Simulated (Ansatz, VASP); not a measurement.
Li2Se: VASP beside Ansatz

File INCAR:

```
  PREC = Accurate
  ENCUT = 750
  EDIFF = 1E-6
  ISMEAR = 0
  SIGMA = 0.01
  LREAL = F
  LASPH = T
  NELM = 120
  ALGO = Normal
  ISIF = 2
  LWAVE = F
  LCHARG = F
  GGA = PS
  NBANDS = 13
  GGA_COMPAT = F
```

Contents of KPOINTS:

```
Automatic mesh
0
Gamma
  6 6 6
```

POSCAR

```
Li2Se
1.0
    0.0000000000      2.9723761877      2.9872380687
    2.9723761877      0.0000000000      2.9872380687
    2.9723761877      2.9723761877      0.0000000000
Li Se
2 1
Direct
    0.2500000000      0.2500000000      0.2500000000
    0.7500000000      0.7500000000      0.7500000000
    0.0000000000      0.0000000000      0.0000000000
```

Input for Ansatz:

```yaml
crystal:
  lattice:
    - [0.0, 2.97237618773, 2.98723806867]
    - [2.97237618773, 0.0, 2.98723806867]
    - [2.97237618773, 2.97237618773, 0.0]
  atoms:
    - { symbol: Li, position: [0.25, 0.25, 0.25] }
    - { symbol: Li, position: [0.75, 0.75, 0.75] }
    - { symbol: Se, position: [0.0, 0.0, 0.0] }
kpoints:
  mp_grid: { grid: [6, 6, 6] }
scf:
  occupations: { method: fixed }
  convergence: { dr2_threshold: 1.0e-10 }
hamiltonian:
  xc: pbesol
  pseudopotentials: { kind: all_electron, lapw: { basis_error: 0.0005 } }
output:
  forces: true
  stress: true
  eigenstates:
    kpoints:
      - [0.0, 0.0, 0.0]
      - [0.0, -0.5, -0.5]
      - [-0.5, 0.0, -0.5]
      - [-0.5, -0.5, 0.0]
      - [-0.5, 0.0, 0.0]
      - [0.0, -0.5, 0.0]
      - [0.0, 0.0, -0.5]
      - [-0.5, -0.5, -0.5]
  eigenvalues: true
```

Change from the starting cell: z stretched by +0.5 %, x and y held.

Alike in both runs: task single point; functional PBEsol; k mesh 6 × 6 × 6; no spin polarisation.

```csv
,VASP,Ansatz
version,VASP 6.6.1,Ansatz 0.2.0
potentials or method,"VASP PAW PBE potentials, release 64 (Li_sv, Se), cutoff 750 eV","all-electron LAPW, scalar-relativistic"
occupations,"gaussian, width 0.01 eV",fixed
```

```tsv
	VASP	Ansatz	Ansatz less VASP
gap on the k mesh at the Fermi level (eV)	2.80	2.81	+0.006
pressure (GPa)	-0.2	-0.2	-0.02
traceless stress, the component that is largest in VASP (GPa)	-0.17	-0.17	-0.001
```

VASP's potentials were made for PBE, not for PBEsol. Ansatz ran all-electron here, and VASP with PAW potentials.
